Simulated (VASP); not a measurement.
# GaN (F-43m) in VASP: settings compared

The runs below take GaN through single point, with r2SCAN, r2SCAN+D3(BJ).

All numbers are computed with VASP 6.6.1; they aren't measurements. Logs are shortened: lines on timing, memory, paths and dates and some standing lists are left out, and cuts for length are marked.

## (1) The cell of the first run

The structure is cubic, space group F-43m (No. 216). The conventional cell has a = 4.498 Å, b = 4.498 Å, c = 4.498 Å, α = 90.00°, β = 90.00°, γ = 90.00°. Ga (site symmetry -43m) has 4 N at 1.95 Å within 2.6 Å. N (site symmetry -43m) has 4 Ga at 1.95 Å within 2.6 Å.

## (2) Single point, r2SCAN

File POSCAR:

```
GaN
1.0
    0.0000000000      2.2489367689      2.2489367689
    2.2489367689      0.0000000000      2.2489367689
    2.2489367689      2.2489367689      0.0000000000
Ga N
1 1
Direct
    0.0000000000      0.0000000000      0.0000000000
    0.7500000000      0.7500000000      0.7500000000
```

File INCAR.step1:

```
SYSTEM = GaN
PREC = Accurate ; ENCUT = 520
ISMEAR = 0 ; SIGMA = 0.02
LREAL = .FALSE. ; LASPH = .TRUE.
NELM = 100 ; NBANDS = 16
GGA = PE ; ALGO = Normal
EDIFF = 1E-4 ; LWAVE = .TRUE.
LCHARG = .FALSE.
```

File INCAR.step2:

```
SYSTEM = GaN
PREC = Accurate ; ENCUT = 520
EDIFF = 1E-7 ; ISMEAR = 0
SIGMA = 0.02 ; LREAL = .FALSE.
LASPH = .TRUE. ; NELM = 100
ALGO = Normal ; ISIF = 2
LWAVE = .FALSE. ; LCHARG = .FALSE.
METAGGA = R2SCAN ; LMIXTAU = .TRUE.
NBANDS = 16 ; ISTART = 1
```

File KPOINTS:

```
regular mesh
0
G
  10 10 10
  0 0 0
```

Potentials or basis: VASP PAW PBE potentials, release 64 (Ga_d, N).

Started as:

```
cat potpaw_PBE.64/Ga_d/POTCAR potpaw_PBE.64/N/POTCAR > POTCAR
cp INCAR.step1 INCAR
mpirun -np 1 vasp_std > vasp.out
cp INCAR.step2 INCAR
mpirun -np 1 vasp_std > vasp.out
```

OUTCAR:

```text
SYSTEM = GaN
   PREC = Accurate
   ENCUT = 520
   EDIFF = 1E-7
   ISMEAR = 0
   LREAL = .FALSE.
   LASPH = .TRUE.
   NELM = 100
   ISIF = 2
   METAGGA = R2SCAN
   ISTART = 1

 ion  position               nearest neighbor table
   1  0.000  0.000  0.000-   2 1.95   2 1.95   2 1.95   2 1.95
   2  0.750  0.750  0.750-   1 1.95   1 1.95   1 1.95   1 1.95

  LATTYP: Found a face centered cubic cell.
 ALAT       =     4.4978735378

  Lattice vectors:

 A1 = (   0.0000000000,   2.2489367689,   2.2489367689)
 A2 = (   2.2489367689,   0.0000000000,   2.2489367689)
 A3 = (   2.2489367689,   2.2489367689,   0.0000000000)

Analysis of symmetry for initial positions (statically):
=====================================================================
 Subroutine PRICEL returns:
 Original cell was already a primitive cell.

 Routine SETGRP: Setting up the symmetry group for a
 face centered cubic supercell.

 Subroutine GETGRP returns: Found 24 space group operations
 (whereof 24 operations were pure point group operations)
 out of a pool of 48 trial point group operations.

The static configuration has the point symmetry T_d .

Analysis of symmetry for dynamics (positions and initial velocities):
=====================================================================
 Subroutine PRICEL returns:
 Original cell was already a primitive cell.

 Routine SETGRP: Setting up the symmetry group for a
 face centered cubic supercell.

 Subroutine GETGRP returns: Found 24 space group operations
 (whereof 24 operations were pure point group operations)
 out of a pool of 48 trial point group operations.

The dynamic configuration has the point symmetry T_d .

 Subroutine INISYM returns: Found 24 space group operations
 (whereof 24 operations are pure point group operations),
 and found     1 'primitive' translations

----------------------------------------------------------------------------------------

                                     Primitive cell

  volume of cell :      22.7490

  direct lattice vectors                    reciprocal lattice vectors
     0.000000000  2.248936769  2.248936769    -0.222327282  0.222327282  0.222327282
     2.248936769  0.000000000  2.248936769     0.222327282 -0.222327282  0.222327282
     2.248936769  2.248936769  0.000000000     0.222327282  0.222327282 -0.222327282

  length of vectors
     3.180476879  3.180476879  3.180476879     0.385082149  0.385082149  0.385082149

  position of ions in fractional coordinates (direct lattice)
     0.000000000  0.000000000  0.000000000
     0.750000000  0.750000000  0.750000000

  ion indices of the primitive-cell ions
   primitive index   ion index
                 1           1
                 2           2

----------------------------------------------------------------------------------------

 KPOINTS: regular mesh

Automatic generation of k-mesh.
 Grid dimensions read from file:
 generate k-points for:   10   10   10

 Generating k-lattice:

  Cartesian coordinates                     Fractional coordinates (reciprocal lattice)
    -0.022232728  0.022232728  0.022232728     0.100000000  0.000000000  0.000000000
     0.022232728 -0.022232728  0.022232728     0.000000000  0.100000000  0.000000000
     0.022232728  0.022232728 -0.022232728     0.000000000  0.000000000  0.100000000

  Length of vectors
     0.038508215  0.038508215  0.038508215

  Shift w.r.t. Gamma in fractional coordinates (k-lattice)
     0.000000000  0.000000000  0.000000000

 Subroutine IBZKPT returns following result:
 ===========================================

 Found     47 irreducible k-points:

 Following reciprocal coordinates:
            Coordinates               Weight
  0.000000  0.000000  0.000000      1.000000
  0.100000  0.000000  0.000000      8.000000
  0.200000  0.000000  0.000000      8.000000
  0.300000  0.000000  0.000000      8.000000
  0.400000  0.000000  0.000000      8.000000
  0.500000  0.000000  0.000000      4.000000
[... 16 lines left out ...]
  0.300000  0.300000  0.000000      6.000000
  0.400000  0.300000  0.000000     24.000000
 [... further k-points ...]
   k-points           NKPTS =     47   k-points in BZ     NKDIM =     47   number of bands    NBANDS=     16
   number of dos      NEDOS =    301   number of ions     NIONS =      2
   total plane-waves  NPLWV =  13824
   dimension x,y,z NGX =    24 NGY =   24 NGZ =   24
   dimension x,y,z NGXF=    48 NGYF=   48 NGZF=   48
   ions per type =               1   1
   NGX,Y,Z   is equivalent  to a cutoff of  12.54, 12.54, 12.54 a.u.
   NGXF,Y,Z  is equivalent  to a cutoff of  25.09, 25.09, 25.09 a.u.
 SYSTEM =  GaN
   PREC   = accura    normal or accurate (medium, high low for compatibility)
   ISTART =      1    job   : 0-new  1-cont  2-samecut
   ICHARG =      0    charge: 1-file 2-atom 10-const
   ISPIN  =      1    spin polarized calculation?
   LNONCOLLINEAR =      F non collinear calculations
   LSORBIT =      F    spin-orbit coupling
   LASPH  =      T    aspherical Exc in radial PAW
   ENCUT  =  520.0 eV  38.22 Ry    6.18 a.u.   5.91  5.91  5.91*2*pi/ulx,y,z
   NELM   =    100;   NELMIN=  2; NELMDL=  0     # of ELM steps
   EDIFF  = 0.1E-06   stopping-criterion for ELM
   LREAL  =      F    real-space projection
   EDIFFG = 0.1E-05   stopping-criterion for IOM
   NSW    =      0    number of steps for IOM
   IBRION =     -1    ionic relax: 0-MD 1-quasi-New 2-CG
   NFREE  =      0    steps in history (QN), initial steepest desc. (CG)
   ISIF   =      2    stress and relaxation
   ISYM   =      2    0-nonsym 1-usesym 2-fastsym
   POTIM  = 0.5000    time-step for ionic-motion
   TEBEG  =    0.0;   TEEND  =   0.0 temperature during run
   PSTRESS=    0.0 pullay stress
   NELECT =      18.0000    total number of electrons
   NUPDOWN=      -1.0000    fix difference up-down
   EMIN   =  10.00;   EMAX   =-10.00  energy-range for DOS
   EFERMI =   0.00;   METHOD = LEGACY
   ISMEAR =     0;   SIGMA  =   0.02  broadening in eV -4-tet -1-fermi 0-gaus
   EFERMI_NEDOS =   21; number of points for ismear=-14 and -15
   IALGO  =     38    algorithm
   IMIX   =      4    mixing-type and parameters
     AMIX     =   0.40;   BMIX     =  1.00
     AMIX_MAG =   1.60;   BMIX_MAG =  1.00
  volume/ion in A,a.u.               =      11.37        76.76
  Fermi-wavevector in a.u.,A,eV,Ry     =   1.514183  2.861391 31.194768  2.292751
  Thomas-Fermi vector in A             =   2.623875
   LORBIT       =      0    0 simple, 1 ext, 2 COOP (PROOUT), +10 PAW based schemes
   METAGGA = R2SCAN    functional components
   LHFCALC =     F    Hartree Fock is set to
   AEXX    =    0.0000 exact exchange contribution
   IVDW    =     0    specifies the selected vdW correction
   LEPSILON=     F    determine dielectric tensor
   LRPA    =     F    only Hartree local field effects (RPA)
 non-spin polarized calculation
 Gauss-broadening in eV      SIGMA  =   0.02
  energy-cutoff  :      520.00
  volume of cell :       22.75
 maximum number of plane-waves:       622
   NGX = 11   NGY = 11   NGZ = 11

 number of electron      18.0000009 magnetization

 Free energy of the ion-electron system (eV)
  ---------------------------------------------------
  ext. energy  EPLUGINS =         0.00000000
  ---------------------------------------------------
  free energy    TOTEN  =       -21.89635256 eV

  energy without entropy =      -21.89635256  energy(sigma->0) =      -21.89635256

 E-fermi :   5.2505     XC(G=0): -12.6707

 val. band max:        5.0826989767   @ k =   0.0000   0.0000   0.0000
 cond. band min:       7.2425863788   @ k =   0.0000   0.0000   0.0000
 fundamental gap:      2.1598874021
 Fermi energy:         5.2505043424

 k-point     1 :       0.0000    0.0000    0.0000
  band No.  band energies     occupation
      1     -11.7004      2.00000
      2      -8.7525      2.00000
      3      -8.7525      2.00000
      4      -8.7525      2.00000
      5      -8.3953      2.00000
      6      -8.3953      2.00000
[... 8 lines left out ...]
     15      24.8574      0.00000
     16      24.8574      0.00000

 k-point     2 :       0.1000    0.0000    0.0000
  band No.  band energies     occupation
      1     -11.5885      2.00000
      2      -8.7381      2.00000
      3      -8.7380      2.00000
      4      -8.7124      2.00000
      5      -8.3965      2.00000
      6      -8.3965      2.00000
[... 8 lines left out ...]
     15      23.4353      0.00000
     16      23.5482      0.00000

 k-point     3 :       0.2000    0.0000    0.0000
  band No.  band energies     occupation
      1     -11.3016      2.00000
      2      -8.7041      2.00000
      3      -8.7041      2.00000
      4      -8.5513      2.00000
      5      -8.3953      2.00000
      6      -8.3953      2.00000
[... 8 lines left out ...]
     15      22.6451      0.00000
     16      22.6451      0.00000

 k-point     4 :       0.3000    0.0000    0.0000
  band No.  band energies     occupation
      1     -10.9796      2.00000
      2      -8.6726      2.00000
      3      -8.6726      2.00000
      4      -8.3822      2.00000
      5      -8.3822      2.00000
      6      -8.1745      2.00000
[... 8 lines left out ...]
     15      23.2039      0.00000
     16      23.2040      0.00000
[... 324 lines left out ...]
 k-point    22 :      -0.2000    0.2000    0.0000
  band No.  band energies     occupation
      1     -10.8799      2.00000
      2      -8.6518      2.00000
      3      -8.6418      2.00000
      4      -8.4176      2.00000
      5      -8.4119      2.00000
      6      -8.0041      2.00000
[... 8 lines left out ...]
     15      23.4743      0.00000
     16      26.7186      0.00000

 k-point    23 :       0.3000    0.3000    0.0000
  band No.  band energies     occupation
      1     -10.7824      2.00000
      2      -8.5781      2.00000
      3      -8.5509      2.00000
      4      -8.5508      2.00000
      5      -8.3426      2.00000
      6      -7.9977      2.00000
[... 8 lines left out ...]
     15      27.9625      0.00000
     16      28.6989      0.00000

 k-point    24 :       0.4000    0.3000    0.0000
  band No.  band energies     occupation
      1     -10.6364      2.00000
      2      -8.5975      2.00000
      3      -8.5130      2.00000
      4      -8.5099      2.00000
      5      -8.3325      2.00000
      6      -7.5767      2.00000
[... 8 lines left out ...]
     15      28.4585      0.00000
     16      28.5426      0.00000

 [... further k-points ...]
[... 5 lines left out ...]
  --------------------------------------------------------------------------------------
  -------------------------------------------------------------------------------------
  Total        0.1570583      0.1570583      0.1570583     -0.0000000      0.0000000     -0.0000000
  in kB       11.0613925     11.0613925     11.0613925     -0.0000000      0.0000000     -0.0000000
  external PRESSURE =      11.0613925 kB  Pullay stress =       0.0000000 kB

 VOLUME and BASIS-vectors are now :
 -----------------------------------------------------------------------------
  energy-cutoff  :      520.00
  volume of cell :       22.75
      direct lattice vectors                 reciprocal lattice vectors
     0.000000000  2.248936769  2.248936769    -0.222327282  0.222327282  0.222327282
     2.248936769  0.000000000  2.248936769     0.222327282 -0.222327282  0.222327282
     2.248936769  2.248936769  0.000000000     0.222327282  0.222327282 -0.222327282

 POSITION                                       TOTAL-FORCE (eV/Angst)
 -----------------------------------------------------------------------------------
      0.00000      0.00000      0.00000        -0.000000      0.000000     -0.000000
      3.37341      3.37341      3.37341         0.000000     -0.000000      0.000000
 -----------------------------------------------------------------------------------
    total drift:                               -0.000008     -0.000008     -0.000008

  FREE ENERGIE OF THE ION-ELECTRON SYSTEM (eV)
  ---------------------------------------------------
  free  energy   TOTEN  =       -21.8963525604 eV

  energy  without entropy=      -21.8963525604  energy(sigma->0) =      -21.89635256
```

Wall time 1.9 min (1 thread of Intel Xeon 6975P-C, shared host); peak memory 0.15 GiB.

Results:

- Free energy: -21.8964 eV
- Pressure: 1.1 GPa
- Band gap on the k mesh: 2.16 eV, direct

Caveat: the PAW data sets were made with another functional, which shifts forces and pressure a little. r2SCAN opens gaps a little over a GGA but as a rule still falls short of measured ones.

[end of part 1 of 2]
